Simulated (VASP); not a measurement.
**SiC: single point with PBEsol**

SiC:

```
C Si
1.0
     0.00000    2.04362    2.04362
     2.04362    0.00000    2.04362
     2.04362    2.04362    0.00000
C Si
1 1
Direct
  0.00000 0.00000 0.00000
  0.50000 0.50000 0.50000
```

This cell differs from its parent crystal: volume scaled by 1.040.

* Program: VASP 6.6.1
* Task: single point
* Functional: PBEsol
* Potentials or basis: VASP PAW PBE potentials, release 64 (C, Si)
* Cutoff: 520 eV
* k mesh: 18 × 18 × 18
* Occupations: gaussian, width 0.05 eV
* Spin: no spin polarisation

The pressure is -9.0 GPa. The band gap on the k mesh is zero (band 4 reaches 12.03 eV, above the bottom of band 5 at 10.81 eV).

Levels at points of the mesh, in eV from the Fermi level:
```
           k point  band 2  band 3  band 4  band 5  band 6  band 7
(0.00, 0.00, 0.00)    0.10    0.10    0.10    7.10    8.95    8.95
(0.50, 0.00, 0.00)  -11.27   -0.89   -0.89    5.18    5.18    5.78
(0.50, 0.50, 0.00)   -9.51   -4.12   -4.12   -1.02    2.62   14.48
```

Wall time 20 s on 1 thread of Intel Xeon 6975P-C, on a shared host, peak memory 0.16 GiB.

Caveat: the PAW data sets were made with another functional, which shifts forces and pressure a little.
